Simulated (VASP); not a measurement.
V: single point with PBEsol

The system is V.

```xyz
2
Lattice="2.5738 0.0000 0.0000 -1.2869 2.2290 0.0000 0.0000 0.0000 4.6421" Properties=species:S:1:pos:R:3 pbc="T T T"
V     1.2869    0.7430    3.4816
V     0.0000    1.4860    1.1605
```

This isn't the form of V at room conditions, which is bcc.

| Quantity | Value |
| --- | --- |
| Program | VASP 6.6.1 |
| Task | single point |
| Functional | PBEsol |
| Potentials or basis | VASP PAW PBE potentials, release 64 (V_sv) |
| Cutoff | 520 eV |
| k mesh | 27 × 27 × 14 |
| Occupations | gaussian, width 0.15 eV |
| Spin | no spin polarisation |
| Dipole correction | no |
| Further INCAR settings | ALGO = Normal; EDIFF = 1e-06; NBANDS = 20 |

```json
{
  "Pressure": "0.2 GPa",
  "Band gap on the k mesh": "zero (bands 13 and 14 overlap by 2.31 eV)"
}
```

Levels at points of the mesh, in eV from the Fermi level:
```
           k point  band 10  band 11  band 12  band 13  band 14  band 15  band 16  band 17
(0.00, 0.00, 0.00)    -3.54    -0.58    -0.11     0.32     0.32     0.67     0.67     1.88
(0.00, 0.00, 0.50)    -5.13    -1.05    -1.05     0.36     0.36     0.36     0.36     2.62
```

Wall time 86 s on 1 thread of Intel(R) Xeon(R) 6975P-C (Granite Rapids), on a shared host, peak memory 0.34 GiB.

Caveat: the PAW data sets were made with another functional, which shifts forces and pressure a little.
